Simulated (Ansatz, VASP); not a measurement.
## BeS: VASP beside Ansatz

```xyz
2
Lattice="0.0000 2.4200 2.4200 2.4200 0.0000 2.4200 2.4200 2.4200 0.0000" Properties=species:S:1:pos:R:3 pbc="T T T"
Be    0.0000    0.0000    0.0000
S     1.2100    1.2100    1.2100
```

Alike in both runs: task relaxation of cell and atoms; functional PBE; dispersion D3(BJ); k mesh 8 × 8 × 8; occupations gaussian, width 0.02 eV; no spin polarisation.

|  | VASP | Ansatz |
| --- | --- | --- |
| version | VASP 6.6.1 | Ansatz 0.2.0 |
| potentials or method | VASP PAW PBE potentials, release 64 (Be, S), cutoff 600 eV | scalar-relativistic, plane waves, PAW |
| valence electrons in the cell | 8 | 8 |

Ansatz gave:

```
gap on the k mesh at the Fermi level, each at its own relaxed structure (eV) : 3.06
relaxed volume (Å³/atom)                                                     : 13.96
relaxed cell length with the largest relative difference (Å)                 : 3.405
```

Question: What did VASP give for the same quantities?

Answer: gap on the k mesh at the Fermi level, each at its own relaxed structure (eV): 3.06; relaxed volume (Å³/atom): 13.97; relaxed cell length with the largest relative difference (Å): 3.406.
